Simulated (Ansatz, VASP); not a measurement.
## Zn in VASP and in Ansatz

Contents of INCAR:

```
SYSTEM = Zn
  PREC = Accurate
  ENCUT = 520
  EDIFF = 1E-6
  ISMEAR = -1
  SIGMA = 0.3
  LREAL = .FALSE.
  LASPH = .TRUE.
  NELM = 80
  ALGO = Normal
  ISIF = 2
  LWAVE = .FALSE.
  LCHARG = .FALSE.
  GGA = PS
  IVDW = 12
  NBANDS = 12
```

Contents of KPOINTS:

```
Automatic mesh
0
G
  6 6 6
  0 0 0
```

File POSCAR:

```
Zn
1.0
   -1.5106542888      1.5106542888      1.5106542888
    1.5106542888     -1.5106542888      1.5106542888
    1.5106542888      1.5106542888     -1.5106542888
Zn
1
Direct
    0.0000000000      0.0000000000      0.0000000000
```

Input for Ansatz:

```yaml
crystal:
  lattice:
    - [-1.5106542888356367, 1.510654288835638, 1.5106542888356373]
    - [1.5106542888356371, -1.5106542888356367, 1.5106542888356362]
    - [1.5106542888356367, 1.5106542888356367, -1.5106542888356362]
  atoms:
    - { symbol: Zn, position: [-1.4945886866875693e-18, 8.614598713703549e-20, -1.58073467382461e-18] }
kpoints:
  mp_grid:
    grid: [6, 6, 6]
hamiltonian:
  xc: pbesol
  dispersion: d3bj
scf:
  max_iter: 150
  mixing:
    algorithm: anderson
    beta: 0.2
    ndim: 12
  occupations:
    method: fermi_dirac
    width: 0.3
output:
  forces: true
  stress: true
```

Alike in both runs: task single point; functional PBEsol; dispersion D3(BJ); k mesh 6 × 6 × 6; occupations fermi-dirac, width 0.3 eV; no spin polarisation.

|  | VASP | Ansatz |
| --- | --- | --- |
| version | VASP 6.6.1 | Ansatz 0.2.0 |
| potentials or method | VASP PAW PBE potentials, release 64 (Zn) | plane waves, PAW |
| plane-wave cutoff (eV) | 520 | 420 |
| valence electrons in the cell | 12 | 12 |

Ansatz gave:

* pressure (GPa): -0.3

Task: What did VASP give for the same quantities?

Result: Pressure (GPa): 0.2.

VASP's potentials were made for PBE, not for PBEsol.

The k mesh is coarse, so the values compare programs but aren't converged.
